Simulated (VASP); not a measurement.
A run of VASP 6.6.1 is set up as follows.

INCAR

```
SYSTEM = Ni
PREC     = Accurate       ! precision mode
ENCUT    = 520            ! plane-wave cutoff, eV
EDIFF    = 1E-6           ! SCF threshold, eV
ISMEAR   = -1             ! smearing method
SIGMA    = 0.1            ! smearing width, eV
LREAL    = .False.        ! projectors in reciprocal space
LASPH    = .True.         ! aspherical terms in the spheres
NELM     = 150            ! most SCF steps
ALGO     = Normal         ! electronic algorithm
ISIF     = 2              ! what is computed and relaxed
LWAVE    = .False.        ! write WAVECAR
LCHARG   = .False.        ! write CHGCAR
ISPIN    = 2              ! spin polarisation
MAGMOM   = 1.5            ! initial moments
LORBIT   = 11             ! projections on sites
LMAXMIX  = 4              ! l up to which the mixer works
NBANDS   = 15             ! bands
```

The input KPOINTS:

```
Automatic mesh
0
Gamma
  16 16 16
  0 0 0
```

POSCAR

```
Ni
1.0
    0.0000000000      1.6755447568      1.6755447568
    1.6755447568      0.0000000000      1.6755447568
    1.6755447568      1.6755447568      0.0000000000
Ni
1
Direct
    0.0000000000      0.0000000000      0.0000000000
```

Potentials or basis: VASP PAW LDA potentials, release 64 (Ni).

Command:

```bash
$ cat potpaw_LDA.64/Ni/POTCAR > POTCAR
$ mpirun -np 1 vasp_std > vasp.out
```

Problem. Estimate the site moments.

Solution. Ni +0.53 μB.

Problem. Predict the pressure.

Solution. 19.0 GPa.

Problem. Estimate the net moment.

Solution. 0.54 μB per cell.
